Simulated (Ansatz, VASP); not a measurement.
# Ir: VASP beside Ansatz

The input INCAR:

```
PREC = Accurate ; ENCUT = 520
EDIFF = 1E-6 ; ISMEAR = 0
SIGMA = 0.1 ; LREAL = False
LASPH = True ; NELM = 150
ALGO = Normal ; ISIF = 2
LWAVE = False ; LCHARG = False
MAGMOM = 0 0 0 ; LORBIT = 11
LSORBIT = True ; GGA_COMPAT = False
LORBMOM = True ; LMAXMIX = 4
GGA = PE ; NBANDS = 20
```

KPOINTS

```
Automatic mesh
0
Gamma
  15 15 15
```

File POSCAR:

```
Ir
1.0
    2.7369673410      0.0000000000      0.0000000000
   -1.3684836705      2.3702832466      0.0000000000
    1.3684836705      0.7900944155      2.2347244760
Ir
1
Direct
    0.0000000000      0.0000000000      0.0000000000
```

Input for Ansatz:

```yaml
crystal:
  lattice:
    - [2.736967341, 0.0, 0.0]
    - [-1.3684836705, 2.3702832466, 0.0]
    - [1.3684836705, 0.7900944155, 2.234724476]
  atoms:
    - { symbol: Ir, position: [0.0, 0.0, 0.0] }
basis:
  ecutwfc: 420
kpoints:
  mp_grid: { grid: [15, 15, 15] }
hamiltonian:
  xc: pbe
scf:
  occupations: { method: gaussian, width: 0.1 }
output:
  forces: true
  stress: true
  eigenvalues: true
magnetization:
  noncollinear: true
  spin_orbit: true
```

Alike in both runs: task single point; functional PBE; k mesh 15 × 15 × 15; occupations gaussian, width 0.1 eV; non-collinear spin, spin-orbit coupling.

|  | VASP | Ansatz |
| --- | --- | --- |
| version | VASP 6.6.1 | Ansatz 0.2.0 |
| potentials or method | VASP PAW PBE potentials, release 64 (Ir), cutoff 520 eV | plane waves, PAW |
| valence electrons in the cell | 9 | 17 |

|  | VASP | Ansatz | Ansatz less VASP |
| --- | --- | --- | --- |
| pressure (GPa) | 1.5 | 0.6 | -0.91 |
| net moment per atom (μB) | 0.00 | 0.00 | 0.000 |

The functional is the same, so the differences come from potentials, cutoffs and numerics. VASP's potentials hold 9 valence electrons a cell and Ansatz's 17, so a difference there can come from the potentials and not from the codes.
